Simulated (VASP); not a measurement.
Set up this calculation in VASP 6.6.1, as the native input.

```yaml
Task: single point
Functional: PBE
Potentials_or_basis: VASP PAW PBE potentials, release 64 (Fe)
Cutoff: 600 eV
k_mesh: 9 × 9 × 23
Occupations: gaussian, width 0.1 eV
Spin: collinear spin, ferromagnetic start
Starting_moments: "[2.4, 2.4] μB"
Dipole_correction: no
Further_INCAR_settings: ALGO = Normal; EDIFF = 1e-06; NBANDS = 19
```

The structure of Fe lies in POSCAR:

```
Fe
1.0
    3.8679403904      0.0000000000      0.0000000000
    0.0000000000      3.8679403810      0.0002702971
    0.0000000000      1.9340733577      1.4796126019
Fe
2
Direct
    0.5000000000      0.5000000000      0.0000000000
    0.0000000000      0.0000000000      0.0000000000
```

These files were run (other wordings do the same):

INCAR

```
PREC     = Accurate       # precision mode
ENCUT    = 600            # plane-wave cutoff, eV
EDIFF    = 1E-6           # SCF threshold, eV
ISMEAR   = 0              # smearing method
SIGMA    = 0.1            # smearing width, eV
LREAL    = False          # projectors in reciprocal space
LASPH    = True           # aspherical terms in the spheres
NELM     = 200            # most SCF steps
ALGO     = Normal         # electronic algorithm
ISIF     = 2              # what is computed and relaxed
LWAVE    = False          # write WAVECAR
LCHARG   = False          # write CHGCAR
ISPIN    = 2              # spin polarisation
MAGMOM   = 2.4 2.4        # initial moments
LORBIT   = 11             # projections on sites
LMAXMIX  = 4              # l up to which the mixer works
GGA      = PE             # functional
NBANDS   = 19             # bands
GGA_COMPAT= False
```

KPOINTS

```
Automatic mesh
0
Gamma
  9 9 23
```

Potentials or basis: VASP PAW PBE potentials, release 64 (Fe).

Command:

```sh
$ cat potpaw_PBE.64/Fe/POTCAR > POTCAR
$ mpirun -np 1 vasp_std > vasp.out
```

It gave:

```json
{"Pressure": "5.6 GPa", "Net moment": "4.32 μB per cell", "Site moments": "Fe +2.15 μB", "Valence electrons inside the program's atomic spheres": "Fe 7.33"}
```

Caveat: the cell stands under pressure.

Run time: 5.3 min on 1 thread of AMD EPYC 9R45 96-Core Processor (Zen 5), with other jobs on the host, peak memory 0.44 GiB.
